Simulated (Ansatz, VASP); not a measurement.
Nb in VASP and in Ansatz

INCAR

```
SYSTEM = Nb
PREC = Accurate
ENCUT = 520
EDIFF = 1E-6
ISMEAR = -1
SIGMA = 0.1
LREAL = .False.
LASPH = .True.
NELM = 60
ALGO = Normal
ISIF = 2
LWAVE = .False.
LCHARG = .False.
GGA = RP
NBANDS = 34
```

KPOINTS

```
Automatic mesh
0
Gamma
  14 14 4
  0 0 0
```

POSCAR

```
Nb
1.0
    2.7641088671      0.0000000000      0.0000000000
   -1.3820544335      2.3937884977      0.0000000000
    0.0000000000      0.0000000000     10.1178112631
Nb
4
Direct
    0.0000000000      1.0000000000      1.0000000000
    0.0000000000      1.0000000000      0.5000000000
    0.3333333333      0.6666666667      0.2500000000
    0.6666666667      0.3333333333      0.7500000000
```

Input for Ansatz:

```yaml
crystal:
  lattice:
    - [2.7641088671, 0.0, 0.0]
    - [-1.3820544335, 2.3937884977, 0.0]
    - [0.0, 0.0, 10.1178112631]
  atoms:
    - { symbol: Nb, position: [0.0, 1.0, 1.0] }
    - { symbol: Nb, position: [0.0, 1.0, 0.5] }
    - { symbol: Nb, position: [0.3333333333, 0.6666666667, 0.25] }
    - { symbol: Nb, position: [0.6666666667, 0.3333333333, 0.75] }
hamiltonian:
  xc: rpbe
  pseudopotentials:
    kind: paw
    azcp:
      Nb: "pseudopotentials/Nb.paw.azcp"
basis:
  ecutwfc: 420
  fft_grid_basis: typed
kpoints:
  mp_grid: { grid: [14, 14, 4], shift: [0, 0, 0] }
magnetization:
  spin_polarized: false
scf:
  occupations: { method: fermi_dirac, width: 0.1 }
  lower_state_search: "off"
output:
  stress: true
```

Alike in both runs: task single point; functional RPBE; k mesh 14 × 14 × 4; occupations fermi-dirac, width 0.1 eV; no spin polarisation.

```csv
,VASP,Ansatz
version,VASP 6.6.1,Ansatz 0.2.0
potentials or method,"VASP PAW PBE potentials, release 64 (Nb_sv), cutoff 520 eV","plane waves (420 eV) with PAW, scalar-relativistic"
valence electrons in the cell,52,52
```

```csv
,VASP,Ansatz,Ansatz less VASP
pressure (GPa),24.6,25.0,+0.40
"traceless stress, the component that is largest in VASP (GPa)",-1.23,-1.20,+0.032
```

VASP's potentials were made for PBE, not for RPBE. With one functional, cell and mesh, what is left measures potentials, basis and numerics.
